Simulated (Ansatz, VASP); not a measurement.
# SiO2 in VASP and in Ansatz

Contents of INCAR:

```
SYSTEM = SiO2
PREC     = Accurate       ! precision mode
ENCUT    = 600            ! plane-wave cutoff, eV
EDIFF    = 1E-7           ! SCF threshold, eV
ISMEAR   = 0              ! smearing method
SIGMA    = 0.02           ! smearing width, eV
LREAL    = .False.        ! projectors in reciprocal space
LASPH    = .True.         ! aspherical terms in the spheres
NELM     = 60             ! most SCF steps
ALGO     = Normal         ! electronic algorithm
ISIF     = 3              ! what is computed and relaxed
LWAVE    = .False.        ! write WAVECAR
LCHARG   = .False.        ! write CHGCAR
GGA      = PE             ! functional
IBRION   = 2              ! ionic algorithm
NSW      = 100            ! ionic steps
EDIFFG   = -0.01          ! ionic threshold
```

Contents of KPOINTS:

```
regular mesh
0
Gamma
  6 6 4
  0 0 0
```

Contents of POSCAR:

```
SiO2
1.0
    5.1057904786      0.0000000000      0.0000000000
   -2.5528952393      4.4217442609      0.0000000000
    0.0000000000      0.0000000000      5.5850493744
Si O
3 6
Direct
    0.0000000000      0.5000000000      0.3333333333
    0.5000000000      0.5000000000      0.6666666667
    0.5000000000      0.0000000000      0.0000000000
    0.7919415794      0.5838831587      0.5000000000
    0.2080584206      0.4161168413      0.5000000000
    0.7919415794      0.2080584206      0.1666666667
    0.2080584206      0.7919415794      0.1666666667
    0.4161168413      0.2080584206      0.8333333333
    0.5838831587      0.7919415794      0.8333333333
```

Input for Ansatz:

```yaml
crystal:
  lattice:
    - [5.1057904786, 0.0, 0.0]
    - [-2.5528952393, 4.4217442609, 0.0]
    - [0.0, 0.0, 5.5850493744]
  atoms:
    - { symbol: Si, position: [0.0, 0.5, 0.3333333333] }
    - { symbol: Si, position: [0.5, 0.5, 0.6666666667] }
    - { symbol: Si, position: [0.5, 0.0, 0.0] }
    - { symbol: O, position: [0.7919415794, 0.5838831587, 0.5] }
    - { symbol: O, position: [0.2080584206, 0.4161168413, 0.5] }
    - { symbol: O, position: [0.7919415794, 0.2080584206, 0.1666666667] }
    - { symbol: O, position: [0.2080584206, 0.7919415794, 0.1666666667] }
    - { symbol: O, position: [0.4161168413, 0.2080584206, 0.8333333333] }
    - { symbol: O, position: [0.5838831587, 0.7919415794, 0.8333333333] }
basis:
  ecutwfc: 420
kpoints:
  mp_grid: { grid: [6, 6, 4] }
hamiltonian:
  xc: pbe
scf:
  occupations: { method: gaussian, width: 0.02 }
output:
  forces: true
  stress: true
  eigenvalues: true
relax:
  adjacent_minimum: "off"
  f_tol: 0.01
  max_steps: 80
  cell: { stress_tol: 0.05 }
```

Alike in both runs: task relaxation of cell and atoms; functional PBE; k mesh 6 × 6 × 4; occupations gaussian, width 0.02 eV; no spin polarisation.

|  | VASP | Ansatz |
| --- | --- | --- |
| version | VASP 6.6.1 | Ansatz 0.2.0 |
| potentials or method | VASP PAW PBE potentials, release 64 (Si, O), cutoff 600 eV | scalar-relativistic, plane waves, PAW |
| valence electrons in the cell | 48 | 48 |

Ansatz gave:

| Property | Result |
| --- | --- |
| gap on the k mesh at the Fermi level, each at its own relaxed structure (eV) | 5.55 |
| relaxed volume (Å³/atom) | 14.01 |
| relaxed cell length with the largest relative difference (Å) | 5.106 |

Problem. Which values does VASP return?

Solution. gap on the k mesh at the Fermi level, each at its own relaxed structure (eV): 5.56; relaxed volume (Å³/atom): 14.00; relaxed cell length with the largest relative difference (Å): 5.104.
